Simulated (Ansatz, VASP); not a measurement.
**One calculation of SiC, two programs**

File INCAR:

```
PREC     = Accurate       # precision mode
ENCUT    = 520            # plane-wave cutoff, eV
EDIFF    = 1E-6           # SCF threshold, eV
ISMEAR   = -1             # smearing method
SIGMA    = 0.05           # smearing width, eV
LREAL    = False          # projectors in reciprocal space
LASPH    = True           # aspherical terms in the spheres
NELM     = 80             # most SCF steps
ALGO     = Normal         # electronic algorithm
ISIF     = 2              # what is computed and relaxed
LWAVE    = False          # write WAVECAR
LCHARG   = False          # write CHGCAR
GGA      = PS             # functional
NBANDS   = 11             # bands
```

Contents of KPOINTS:

```
Automatic mesh
0
Gamma
  16 16 16
```

The input POSCAR:

```
SiC
1.0
    0.0000000000      2.1740000000      2.1740000000
    2.1740000000      0.0000000000      2.1740000000
    2.1740000000      2.1740000000      0.0000000000
Si C
1 1
Direct
    0.0000000000      0.0000000000      0.0000000000
    0.7500000000      0.7500000000      0.7500000000
```

Input for Ansatz:

```yaml
crystal:
  lattice:
    - [0.0, 2.174, 2.174]
    - [2.174, 0.0, 2.174]
    - [2.174, 2.174, 0.0]
  atoms:
    - { symbol: Si, position: [0.0, 0.0, 0.0] }
    - { symbol: C, position: [0.75, 0.75, 0.75] }
kpoints:
  mp_grid: { grid: [16, 16, 16] }
  band_path:
    path:
      - [0.0, 0.0, 0.0]
      - [-0.5, -0.5, 0.0]
      - [-0.375, -0.375, 0.25]
      - [-0.375, 0.0, 0.375]
      - [0.0, 0.0, 0.0]
      - [0.0, 0.0, 0.5]
      - [-0.5, -0.25, 0.25]
      - [-0.5, -0.5, 0.0]
    npoints: 5
scf:
  occupations: { method: fermi_dirac, width: 0.05 }
hamiltonian:
  xc: pbesol
  pseudopotentials: { kind: all_electron, lapw: { basis_error: 0.00025 } }
output:
  forces: true
  stress: true
  eigenvalues: true
```

Alike in both runs: task single point; functional PBEsol; k mesh 16 × 16 × 16; occupations fermi-dirac, width 0.05 eV; no spin polarisation.

|  | VASP | Ansatz |
| --- | --- | --- |
| version | VASP 6.6.1 | Ansatz 0.2.0 |
| potentials or method | VASP PAW PBE potentials, release 64 (Si, C), cutoff 520 eV | all-electron LAPW, scalar-relativistic |

```csv
,VASP,Ansatz,Ansatz less VASP
pressure (GPa),1.7,1.3,-0.42
```

VASP's potentials were made for PBE, not for PBEsol. Ansatz ran all-electron here, and VASP with PAW potentials.
